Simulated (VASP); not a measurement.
Crystal: LiCu2Cl3.

```
Li Cu Cl
1.0
     3.02744   -5.06302    0.00000
     3.02744    5.06302    0.00000
     0.00000    0.00000    4.73381
Li Cu Cl
1 2 3
Cartesian
  3.0274 0.0000 0.0000
  1.5137 2.5315 2.3669
  1.5137 -2.5315 2.3669
  3.0274 3.4320 0.0000
  3.0274 -3.4320 0.0000
  0.0000 0.0000 2.3669
```

* Program: VASP 6.6.1
* Task: relaxation of cell and atoms
* Functional: PBEsol
* Potentials or basis: VASP PAW PBE potentials, release 64 (Li_sv, Cu, Cl)
* Cutoff: 600 eV
* k mesh: 4 × 4 × 4
* Occupations: fermi-dirac, width 0.03 eV
* Spin: no spin polarisation

At the start: pressure -5.6 GPa; volume 24.19 Å³/atom.

Task: How do energy, volume and symmetry change on relaxing?

Result: Over 48 steps the energy falls by 718.8 meV/atom and the volume is 19.27 Å³/atom (-20.3 %); space group Cmmm (No. 65, to 0.1 Å) before and after.

Step by step:
| step | energy change (eV) | largest force (eV/Å) | pressure (GPa) | volume (Å³) |
| --- | --- | --- | --- | --- |
| 1 | 0.0000 | 1.8836 | -5.58 | 145.12 |
| 3 | -1.7839 | 0.6172 | -0.30 | 111.65 |
| 5 | -1.7966 | 0.4169 | 0.70 | 109.40 |
| 7 | -1.8535 | 0.1578 | -1.17 | 114.78 |
| 9 | -1.9011 | 0.2569 | -1.38 | 115.56 |
| 11 | -2.2459 | 0.8104 | -2.39 | 118.91 |
| 13 | -2.8728 | 1.6374 | -2.99 | 129.40 |
| 15 | -3.2860 | 0.2612 | -4.44 | 126.98 |
| 17 | -3.3158 | 0.2444 | -4.28 | 126.16 |
| 19 | -3.3739 | 0.0308 | -3.84 | 124.67 |
| 21 | -3.7011 | 0.0690 | -1.04 | 114.24 |
| 23 | -3.7737 | 0.1330 | 1.43 | 108.64 |
| 25 | -3.8220 | 0.2544 | 1.74 | 108.14 |
| 27 | -3.9113 | 0.6297 | 1.41 | 110.13 |
| 29 | -3.9805 | 0.3503 | -1.22 | 116.33 |
| 31 | -4.0373 | 0.0885 | -0.04 | 113.74 |
| 33 | -4.0810 | 0.3126 | 1.89 | 110.99 |
| 35 | -4.1196 | 0.3791 | 1.38 | 112.38 |
| 37 | -4.2676 | 0.1763 | -0.70 | 117.15 |
| 39 | -4.2707 | 0.1057 | -0.89 | 117.49 |
| 41 | -4.2837 | 0.0731 | -0.99 | 117.64 |
| 43 | -4.3093 | 0.0590 | 0.40 | 114.72 |
| 45 | -4.3127 | 0.0123 | 0.01 | 115.58 |
| 47 | -4.3127 | 0.0147 | 0.00 | 115.61 |
| 48 | -4.3127 | 0.0059 | 0.01 | 115.61 |

Final structure:
```cif
data_structure
_symmetry_space_group_name_H-M 'P 1'
_symmetry_Int_Tables_number 1
_cell_length_a 7.0829
_cell_length_b 7.0829
_cell_length_c 3.6073
_cell_angle_alpha 90.000
_cell_angle_beta 90.000
_cell_angle_gamma 140.296
_cell_volume 115.61
loop_
_atom_site_label
_atom_site_type_symbol
_atom_site_fract_x
_atom_site_fract_y
_atom_site_fract_z
_atom_site_occupancy
Li1 Li 0.50000 0.50000 0.00000 1
Cu1 Cu 0.00000 0.50000 0.50000 1
Cu2 Cu 0.50000 0.00000 0.50000 1
Cl1 Cl 0.32692 0.67308 0.00000 1
Cl2 Cl 0.67308 0.32692 0.00000 1
Cl3 Cl 0.00000 0.00000 0.50000 1
```

Caveat: the cutoff is under 1.25 times the usual one of these potentials, so pressure, stress and relaxed cells hold a basis-set (Pulay) error; the volume moved by over 15 % at a fixed basis, so the end points are rough; the PAW data sets were made with another functional, which shifts forces and pressure a little.
